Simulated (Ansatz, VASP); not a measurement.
## BaS in VASP and in Ansatz

```
CELL_PARAMETERS angstrom
0.00000 3.17231 3.17231
3.17231 0.00000 3.17231
3.17231 3.17231 0.00000
ATOMIC_POSITIONS crystal
Ba 0.00000 0.00000 0.00000
S 0.50000 0.50000 0.50000
```

Change from the starting cell: volume scaled by 0.98, crystal datasets.

Alike in both runs: task electric field gradients; functional LDA; k mesh 7 × 7 × 7; occupations fermi-dirac, width 0.01 eV; no spin polarisation.

|  | VASP | Ansatz |
| --- | --- | --- |
| version | VASP 6.6.1 | Ansatz 0.2.0 |
| potentials or method | VASP PAW LDA potentials, release 64 (Ba_sv, S), cutoff 520 eV | all-electron PAW with datasets made for the crystal, scalar-relativistic |

|  | VASP | Ansatz | Ansatz less VASP |
| --- | --- | --- | --- |
| gap on the k mesh at the Fermi level (eV) | 1.93 | 2.04 | +0.108 |
| pressure (GPa) | -1.0 | -1.6 | -0.68 |

LDA's correlation is that of Perdew and Zunger in VASP and of Perdew and Wang (1992) in Ansatz. Ansatz ran all-electron here, and VASP with PAW potentials.

Spin-orbit coupling is off throughout.
